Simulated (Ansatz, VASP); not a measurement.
**Two plane-wave programs on Fe**

The input POSCAR:

```
Fe
1.0
   -1.4430000000      1.4430000000      1.4430000000
    1.4430000000     -1.4430000000      1.4430000000
    1.4430000000      1.4430000000     -1.4430000000
Fe
1
Direct
    0.0000000000      0.0000000000      0.0000000000
```

Contents of INCAR.step1:

```
PREC = Accurate ; ENCUT = 520
ISMEAR = 0 ; SIGMA = 0.1
LREAL = F ; LASPH = T
NELM = 150 ; ISPIN = 2
MAGMOM = 4 ; LMAXMIX = 4
NBANDS = 14 ; GGA = PE
ALGO = Normal ; EDIFF = 1E-4
LWAVE = T ; LCHARG = F
```

File INCAR.step2:

```
PREC = Accurate ; ENCUT = 520
EDIFF = 1E-6 ; ISMEAR = 0
SIGMA = 0.1 ; LREAL = F
LASPH = T ; NELM = 150
ALGO = Normal ; ISIF = 2
LWAVE = F ; LCHARG = F
ISPIN = 2 ; MAGMOM = 4
LORBIT = 11 ; LMAXMIX = 4
METAGGA = R2SCAN ; LMIXTAU = T
NBANDS = 14 ; ISTART = 1
```

KPOINTS

```
regular mesh
0
Gamma
  8 8 8
```

Input for Ansatz:

```yaml
crystal:
  lattice:
    - [-1.443, 1.443, 1.443]
    - [1.443, -1.443, 1.443]
    - [1.443, 1.443, -1.443]
  atoms:
    - { symbol: Fe, position: [0.0, 0.0, 0.0], spin: 4.0 }
basis:
  ecutwfc: 500
kpoints:
  mp_grid: { grid: [8, 8, 8] }
hamiltonian:
  xc: r2scan
scf:
  occupations: { method: gaussian, width: 0.1 }
  lower_state_search: "off"
output:
  forces: true
  stress: true
  eigenvalues: true
  populations: true
magnetization:
  spin_polarized: true
```

Alike in both runs: task single point; functional r2SCAN; k mesh 8 × 8 × 8; occupations gaussian, width 0.1 eV; collinear spin.

|  | VASP | Ansatz |
| --- | --- | --- |
| version | VASP 6.6.1 | Ansatz 0.2.0 |
| potentials or method | VASP PAW PBE potentials, release 64 (Fe), cutoff 520 eV | scalar-relativistic, plane waves, PAW |
| valence electrons in the cell | 8 | 16 |

```csv
,VASP,Ansatz,Ansatz less VASP
gap on the k mesh at the Fermi level (eV),none,none,-
pressure (GPa),-1.0,-0.4,+0.64
net moment per atom (μB),2.77,2.78,+0.006
size of the moment on the site where the two differ most (μB),2.84,2.92,+0.083
```

VASP's potentials were made for PBE, not for r2SCAN. Site moments also hang on the region over which each program counts them. A gap of «none» marks a metal or a gap that the smearing closes. With one functional, cell and mesh, what is left measures potentials, basis and numerics. VASP's potentials hold 8 valence electrons a cell and Ansatz's 16, so a difference there can come from the potentials and not from the codes. Ansatz's warnings: stability check not made.

The k mesh is coarse, so the values compare programs but aren't converged.
